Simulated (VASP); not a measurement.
Input of a VASP 6.6.1 run:

INCAR

```
SYSTEM = H8C3S2
  ALGO = Normal
  EDIFF = 1E-6
  ENCUT = 520
  GGA = PE
  ISIF = 2
  ISMEAR = -1
  IVDW = 12
  LASPH = .True.
  LCHARG = .False.
  LREAL = Auto
  LWAVE = .False.
  NBANDS = 73
  NELM = 100
  PREC = Accurate
  SIGMA = 0.05
```

KPOINTS

```
k-points
0
Gamma
  1 1 1
  0 0 0
```

POSCAR

```
H8C3S2
1.0
    8.4818530000      0.0000000000      0.0000000000
    0.0000000000      8.4818530000      0.0000000000
    0.0000000000      0.0000000000      8.4818530000
S C H
6 9 24
Direct
   -0.1186651077      0.5182947641      0.0262678450
    0.1647753150      0.2947587043     -0.0295690105
    0.3399257214      1.0033656561      0.6497872576
    0.0290384660      0.8173214037      0.7424556875
    0.5661970327      0.3031648863      0.9827097923
    0.5393514837      0.6423950050      0.8566995915
    0.0318562465      0.4125631510      0.0008252914
    0.1885672859      0.8962428375      0.6869253688
    0.5300964306      0.4678223025      0.9077261773
    0.4042984475      0.8582440653      0.1011689309
    0.7688885907      0.2649067368      0.5353193459
    0.0660704683      0.6598558122      0.3745879586
    0.8918452135      1.0146249882      0.1863036296
    0.4199082441      0.2857866082      0.3747294371
    0.6314186299      0.6771044016      0.3930980648
    0.5052315809      0.9182545371      0.0707038898
    0.3602160990      0.9384859653      0.1979048682
    0.4114313228      0.7308426590      0.0963822410
    0.3260018772      0.9052503032      0.0075573109
    0.6601387692      0.1962778652      0.5481585215
    0.8157533501      0.2890170344      0.6493628220
    0.7278716101      0.3794100181      0.5024727498
    0.8541765579      0.2147408119      0.4542757343
    0.1931535479      0.6832233475      0.3877100912
    0.0372560100      0.7483859954      0.2899838042
   -0.0184629467      0.6744163097      0.4783152927
    0.0556482174      0.5418980970      0.3329225347
    0.9101431020      0.8926469251      0.1664023180
    1.0169475939      1.0460803789      0.1405589085
    0.8755751839      1.0290086376      0.3063835226
    0.7850525115      1.0528831377      0.1097048015
    0.4746014815      0.2102842386      0.2856922892
    0.4096392616      0.3938997764      0.2976118544
    0.4918029115      0.3149429730      0.4984641917
    0.3005239539      0.2471983422      0.4042630779
    0.5903073302      0.5817360900      0.3258014493
    0.7195951168      0.6446704511      0.4784214015
    0.5184951920      0.7108352385      0.4526133617
    0.6532652712      0.7769646562      0.3074799811
```

Potentials or basis: VASP PAW PBE potentials, release 64 (S, C, H).

The run is started by

```sh
$ cat potpaw_PBE.64/S/POTCAR potpaw_PBE.64/C/POTCAR potpaw_PBE.64/H/POTCAR > POTCAR
$ mpirun -np 1 vasp_gam > vasp.out
```

(1) Predict the band gap on the k mesh.

(2) Estimate the pressure.

(3) Predict the dispersion energy per atom.

Answers

(1) 3.19 eV.

(2) 0.1 GPa.

(3) -0.052 eV.

Caveat: the k points lie up to 0.74 Å⁻¹ apart.
